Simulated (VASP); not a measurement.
# CdS (Fm-3m) in VASP: further runs

Aim: see how the results for CdS move with the level of theory and the settings. Levels: PBE, PBEsol, HSE06, PBE-based screened hybrid. Tasks: single point.

All numbers are computed with VASP 6.6.1; they aren't measurements. Logs are shortened: lines on timing, memory, paths and dates and some standing lists are left out, and cuts for length are marked.

## (1) The cell of the first run

The structure is cubic, space group Fm-3m (No. 225). Conventional cell: a = 5.454 Å, b = 5.454 Å, c = 5.454 Å, α = 90.00°, β = 90.00°, γ = 90.00°. Within 3.6 Å of Cd (site symmetry m-3m) lie 6 S at 2.73 Å. Within 3.6 Å of S (site symmetry m-3m) lie 6 Cd at 2.73 Å.

## (2) Single point, PBE

INCAR

```
SYSTEM = CdS
PREC     = Accurate       ! precision mode
ENCUT    = 520            ! plane-wave cutoff, eV
EDIFF    = 1E-7           ! SCF threshold, eV
ISMEAR   = 0              ! smearing method
SIGMA    = 0.01           ! smearing width, eV
LREAL    = .False.        ! projectors in reciprocal space
LASPH    = .True.         ! aspherical terms in the spheres
NELM     = 100            ! most SCF steps
ALGO     = Normal         ! electronic algorithm
ISIF     = 2              ! what is computed and relaxed
LWAVE    = .False.        ! write WAVECAR
LCHARG   = .True.         ! write CHGCAR
GGA      = PE             ! functional
LELF     = .True.         ! ELF
LVHAR    = .True.       
NBANDS   = 16             ! bands
```

KPOINTS

```
regular mesh
0
Gamma
  4 4 4
  0 0 0
```

POSCAR

```
CdS
1.0
    0.0000000000      2.7267765431      2.7267765431
    2.7267765431      0.0000000000      2.7267765431
    2.7267765431      2.7267765431      0.0000000000
Cd S
1 1
Direct
    0.0000000000      0.0000000000      0.0000000000
    0.5000000000      0.5000000000      0.5000000000
```

Potentials or basis: VASP PAW PBE potentials, release 64 (Cd, S).

Command:

```console
$ cat potpaw_PBE.64/Cd/POTCAR potpaw_PBE.64/S/POTCAR > POTCAR
$ mpirun -np 1 vasp_std > vasp.out
```

OUTCAR:

```text
SYSTEM = CdS
   PREC = Accurate
   ENCUT = 520
   EDIFF = 1E-7
   ISMEAR = 0
   LREAL = .False.
   LASPH = .True.
   NELM = 100
   ISIF = 2
   GGA = PE

 ion  position               nearest neighbor table
   1  0.000  0.000  0.000-   2 2.73   2 2.73   2 2.73   2 2.73   2 2.73   2 2.73
   2  0.500  0.500  0.500-   1 2.73   1 2.73   1 2.73   1 2.73   1 2.73   1 2.73

  LATTYP: Found a face centered cubic cell.
 ALAT       =     5.4535530862

  Lattice vectors:

 A1 = (   0.0000000000,   2.7267765431,   2.7267765431)
 A2 = (   2.7267765431,   0.0000000000,   2.7267765431)
 A3 = (   2.7267765431,   2.7267765431,   0.0000000000)

Analysis of symmetry for initial positions (statically):
=====================================================================
 Subroutine PRICEL returns:
 Original cell was already a primitive cell.

 Routine SETGRP: Setting up the symmetry group for a
 face centered cubic supercell.

 Subroutine GETGRP returns: Found 48 space group operations
 (whereof 48 operations were pure point group operations)
 out of a pool of 48 trial point group operations.

The static configuration has the point symmetry O_h .

Analysis of symmetry for dynamics (positions and initial velocities):
=====================================================================
 Subroutine PRICEL returns:
 Original cell was already a primitive cell.

 Routine SETGRP: Setting up the symmetry group for a
 face centered cubic supercell.

 Subroutine GETGRP returns: Found 48 space group operations
 (whereof 48 operations were pure point group operations)
 out of a pool of 48 trial point group operations.

The dynamic configuration has the point symmetry O_h .

 Subroutine INISYM returns: Found 48 space group operations
 (whereof 48 operations are pure point group operations),
 and found     1 'primitive' translations

----------------------------------------------------------------------------------------

                                     Primitive cell

  volume of cell :      40.5489

  direct lattice vectors                    reciprocal lattice vectors
     0.000000000  2.726776543  2.726776543    -0.183366694  0.183366694  0.183366694
     2.726776543  0.000000000  2.726776543     0.183366694 -0.183366694  0.183366694
     2.726776543  2.726776543  0.000000000     0.183366694  0.183366694 -0.183366694

  length of vectors
     3.856244369  3.856244369  3.856244369     0.317600430  0.317600430  0.317600430

  position of ions in fractional coordinates (direct lattice)
     0.000000000  0.000000000  0.000000000
     0.500000000  0.500000000  0.500000000

  ion indices of the primitive-cell ions
   primitive index   ion index
                 1           1
                 2           2

----------------------------------------------------------------------------------------

 KPOINTS: regular mesh

Automatic generation of k-mesh.
 Grid dimensions read from file:
 generate k-points for:    4    4    4

 Generating k-lattice:

  Cartesian coordinates                     Fractional coordinates (reciprocal lattice)
    -0.045841674  0.045841674  0.045841674     0.250000000  0.000000000  0.000000000
     0.045841674 -0.045841674  0.045841674     0.000000000  0.250000000  0.000000000
     0.045841674  0.045841674 -0.045841674     0.000000000  0.000000000  0.250000000

  Length of vectors
     0.079400108  0.079400108  0.079400108

  Shift w.r.t. Gamma in fractional coordinates (k-lattice)
     0.000000000  0.000000000  0.000000000

 Subroutine IBZKPT returns following result:
 ===========================================

 Found      8 irreducible k-points:

 Following reciprocal coordinates:
            Coordinates               Weight
  0.000000  0.000000  0.000000      1.000000
  0.250000  0.000000  0.000000      8.000000
  0.500000  0.000000  0.000000      4.000000
  0.250000  0.250000  0.000000      6.000000
  0.500000  0.250000  0.000000     24.000000
 -0.250000  0.250000  0.000000     12.000000
  0.500000  0.500000  0.000000      3.000000
 -0.250000  0.500000  0.250000      6.000000
   k-points           NKPTS =      8   k-points in BZ     NKDIM =      8   number of bands    NBANDS=     16
   number of dos      NEDOS =    301   number of ions     NIONS =      2
   total plane-waves  NPLWV =  27000
   dimension x,y,z NGX =    30 NGY =   30 NGZ =   30
   dimension x,y,z NGXF=    60 NGYF=   60 NGZF=   60
   ions per type =               1   1
   NGX,Y,Z   is equivalent  to a cutoff of  12.93, 12.93, 12.93 a.u.
   NGXF,Y,Z  is equivalent  to a cutoff of  25.87, 25.87, 25.87 a.u.
 SYSTEM =  CdS
   PREC   = accura    normal or accurate (medium, high low for compatibility)
   ISTART =      0    job   : 0-new  1-cont  2-samecut
   ICHARG =      2    charge: 1-file 2-atom 10-const
   ISPIN  =      1    spin polarized calculation?
   LNONCOLLINEAR =      F non collinear calculations
   LSORBIT =      F    spin-orbit coupling
   LASPH  =      T    aspherical Exc in radial PAW
   ENCUT  =  520.0 eV  38.22 Ry    6.18 a.u.   7.17  7.17  7.17*2*pi/ulx,y,z
   NELM   =    100;   NELMIN=  2; NELMDL= -5     # of ELM steps
   EDIFF  = 0.1E-06   stopping-criterion for ELM
   LREAL  =      F    real-space projection
   EDIFFG = 0.1E-05   stopping-criterion for IOM
   NSW    =      0    number of steps for IOM
   IBRION =     -1    ionic relax: 0-MD 1-quasi-New 2-CG
   NFREE  =      0    steps in history (QN), initial steepest desc. (CG)
   ISIF   =      2    stress and relaxation
   ISYM   =      2    0-nonsym 1-usesym 2-fastsym
   POTIM  = 0.5000    time-step for ionic-motion
   TEBEG  =    0.0;   TEEND  =   0.0 temperature during run
   PSTRESS=    0.0 pullay stress
   NELECT =      18.0000    total number of electrons
   NUPDOWN=      -1.0000    fix difference up-down
   EMIN   =  10.00;   EMAX   =-10.00  energy-range for DOS
   EFERMI =   0.00;   METHOD = LEGACY
   ISMEAR =     0;   SIGMA  =   0.01  broadening in eV -4-tet -1-fermi 0-gaus
   EFERMI_NEDOS =   21; number of points for ismear=-14 and -15
   IALGO  =     38    algorithm
   IMIX   =      4    mixing-type and parameters
     AMIX     =   0.40;   BMIX     =  1.00
     AMIX_MAG =   1.60;   BMIX_MAG =  1.00
  volume/ion in A,a.u.               =      20.27       136.82
  Fermi-wavevector in a.u.,A,eV,Ry     =   1.248838  2.359962 21.219598  1.559596
  Thomas-Fermi vector in A             =   2.382906
   LORBIT       =      0    0 simple, 1 ext, 2 COOP (PROOUT), +10 PAW based schemes
   GGA     = PE    functional components
   LHFCALC =     F    Hartree Fock is set to
   AEXX    =    0.0000 exact exchange contribution
   IVDW    =     0    specifies the selected vdW correction
   LEPSILON=     F    determine dielectric tensor
   LRPA    =     F    only Hartree local field effects (RPA)
 non-spin polarized calculation
 Gauss-broadening in eV      SIGMA  =   0.01
  energy-cutoff  :      520.00
  volume of cell :       40.55
 maximum number of plane-waves:      1106
 NGX is ok and might be reduce to    30
   NGX = 15   NGY = 15   NGZ = 15

 number of electron      18.0000003 magnetization

 Free energy of the ion-electron system (eV)
  ---------------------------------------------------
  ext. energy  EPLUGINS =         0.00000000
  ---------------------------------------------------
  free energy    TOTEN  =        -5.78892140 eV

  energy without entropy =       -5.78892140  energy(sigma->0) =       -5.78892140

 E-fermi :   3.1082     XC(G=0): -10.4373

 val. band max:        3.0425147979   @ k =   0.5000   0.0000   0.0000
 cond. band min:       3.2502815197   @ k =   0.5000   0.5000   0.0000
 fundamental gap:      0.2077667218
 Fermi energy:         3.1082035958

 k-point     1 :       0.0000    0.0000    0.0000
  band No.  band energies     occupation
      1      -9.8178      2.00000
      2      -4.6578      2.00000
      3      -4.6578      2.00000
      4      -4.6578      2.00000
      5      -4.6557      2.00000
      6      -4.6557      2.00000
[... 8 lines left out ...]
     15      14.5074      0.00000
     16      14.5074      0.00000

 k-point     2 :       0.2500    0.0000    0.0000
  band No.  band energies     occupation
      1      -9.3122      2.00000
      2      -4.8163      2.00000
      3      -4.8163      2.00000
      4      -4.7302      2.00000
      5      -4.5536      2.00000
      6      -4.5536      2.00000
[... 8 lines left out ...]
     15      13.8800      0.00000
     16      13.9358      0.00000

 k-point     3 :       0.5000    0.0000    0.0000
  band No.  band energies     occupation
      1      -8.6484      2.00000
      2      -4.9665      2.00000
      3      -4.9665      2.00000
      4      -4.9237      2.00000
      5      -4.4467      2.00000
      6      -4.4467      2.00000
[... 8 lines left out ...]
     15      16.0454      0.00000
     16      16.0454      0.00000

 k-point     4 :       0.2500    0.2500    0.0000
  band No.  band energies     occupation
      1      -9.2513      2.00000
      2      -4.7987      2.00000
      3      -4.7387      2.00000
      4      -4.5997      2.00000
      5      -4.5430      2.00000
      6      -4.5430      2.00000
[... 8 lines left out ...]
     15      16.0566      0.00000
     16      17.7702      0.00000

 k-point     5 :       0.5000    0.2500    0.0000
  band No.  band energies     occupation
      1      -8.7876      2.00000
      2      -4.7729      2.00000
      3      -4.7644      2.00000
      4      -4.6235      2.00000
      5      -4.4223      2.00000
      6      -4.3095      2.00000
[... 8 lines left out ...]
     15      16.6454      0.00000
     16      18.0250      0.00000

 k-point     6 :      -0.2500    0.2500    0.0000
  band No.  band energies     occupation
      1      -8.8399      2.00000
      2      -4.9036      2.00000
      3      -4.8545      2.00000
      4      -4.6835      2.00000
      5      -4.5070      2.00000
      6      -4.3697      2.00000
[... 8 lines left out ...]
     15      16.7459      0.00000
     16      17.4622      0.00000

 k-point     7 :       0.5000    0.5000    0.0000
  band No.  band energies     occupation
      1      -8.9015      2.00000
      2      -4.8196      2.00000
      3      -4.5434      2.00000
      4      -4.3795      2.00000
      5      -4.3795      2.00000
      6      -3.6644      2.00000
[... 8 lines left out ...]
     15      17.4956      0.00000
     16      17.7094      0.00000

 k-point     8 :      -0.2500    0.5000    0.2500
  band No.  band energies     occupation
      1      -8.7427      2.00000
      2      -4.7982      2.00000
      3      -4.6561      2.00000
      4      -4.6561      2.00000
      5      -4.3794      2.00000
      6      -3.8574      2.00000
[... 8 lines left out ...]
     15      16.0681      0.00000
     16      17.6958      0.00000

------------------------ aborting loop because EDIFF is reached ----------------------------------------

  FORCE on cell =-STRESS in cart. coord.  units (eV):
  Direction    XX          YY          ZZ          XY          YZ          ZX
  --------------------------------------------------------------------------------------
  -------------------------------------------------------------------------------------
  Total        0.6484192      0.6484192      0.6484192      0.0000000     -0.0000000      0.0000000
  in kB       25.6205116     25.6205116     25.6205116      0.0000000     -0.0000000      0.0000000
  external PRESSURE =      25.6205116 kB  Pullay stress =       0.0000000 kB

 VOLUME and BASIS-vectors are now :
 -----------------------------------------------------------------------------
  energy-cutoff  :      520.00
  volume of cell :       40.55
      direct lattice vectors                 reciprocal lattice vectors
     0.000000000  2.726776543  2.726776543    -0.183366694  0.183366694  0.183366694
     2.726776543  0.000000000  2.726776543     0.183366694 -0.183366694  0.183366694
     2.726776543  2.726776543  0.000000000     0.183366694  0.183366694 -0.183366694

 POSITION                                       TOTAL-FORCE (eV/Angst)
 -----------------------------------------------------------------------------------
      0.00000      0.00000      0.00000         0.000000     -0.000000      0.000000
      2.72678      2.72678      2.72678         0.000000      0.000000      0.000000
 -----------------------------------------------------------------------------------
    total drift:                               -0.000000      0.000000      0.000000

  FREE ENERGIE OF THE ION-ELECTRON SYSTEM (eV)
  ---------------------------------------------------
  free  energy   TOTEN  =        -5.7889214024 eV

  energy  without entropy=       -5.7889214024  energy(sigma->0) =       -5.78892140
```

Wall time 6.3 s (1 thread of Intel Xeon Platinum 8559C (Emerald Rapids), shared host); peak memory 0.16 GiB.

What came out:

- Free energy: -5.7889 eV
- Pressure: 2.6 GPa
- Band gap on the k mesh: 0.21 eV, indirect (least direct gap 1.69 eV)

Caveat: the k points lie up to 0.50 Å⁻¹ apart. A k mesh can miss the band edges.

(Part 1 of 2 ends here.)
